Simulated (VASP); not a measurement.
Wanted: the native input for a VASP 6.6.1 run.

* Task: single point
* Functional: PBEsol
* Potentials or basis: VASP PAW PBE potentials, release 64 (Sn_d, O)
* Cutoff: 520 eV
* k mesh: 7 × 7 × 6
* Occupations: fermi-dirac, width 0.05 eV
* Spin: no spin polarisation
* Dipole correction: no
* Further INCAR settings: ALGO = Normal; EDIFF = 1e-06; NBANDS = 28

The structure of SnO lies in POSCAR:

```
SnO
1.0
    3.6611474112      0.0000000000      0.0000000000
    0.0000000000      3.6611474112      0.0000000000
    0.0000000000      0.0000000000      4.8869133000
Sn O
2 2
Direct
    0.5000000000      0.0000000000      0.7646261400
    0.0000000000      0.5000000000      0.2353738600
    0.0000000000      0.0000000000      0.0000000000
    0.5000000000      0.5000000000      0.0000000000
```

These files were run (other wordings do the same):

INCAR

```
SYSTEM = SnO
ALGO = Normal
EDIFF = 1E-6
ENCUT = 520
GGA = PS
ISIF = 2
ISMEAR = -1
LASPH = .TRUE.
LCHARG = .TRUE.
LELF = .TRUE.
LREAL = .FALSE.
LVHAR = .TRUE.
LWAVE = .FALSE.
NBANDS = 28
NELM = 80
PREC = Accurate
SIGMA = 0.05
```

KPOINTS

```
k-points
0
G
  7 7 6
  0 0 0
```

Potentials or basis: VASP PAW PBE potentials, release 64 (Sn_d, O).

Run with:

```sh
$ cat potpaw_PBE.64/Sn_d/POTCAR potpaw_PBE.64/O/POTCAR > POTCAR
$ mpirun -np 1 vasp_std > vasp.out
```

It gave:

| Quantity | Value |
| --- | --- |
| Pressure | 9.6 GPa |
| Largest force | 1.293 eV/Å |
| Band gap on the k mesh | zero (band 20 reaches 8.28 eV, above the bottom of band 21 at 8.17 eV) |

Caveat: the PAW data sets were made with another functional, which shifts forces and pressure a little; spin-orbit coupling is left out, which moves the levels of the heavy elements.

Wall time 33 s on 1 thread of AMD EPYC 9R45 96-Core Processor (Zen 5), on a shared host, peak memory 0.17 GiB.
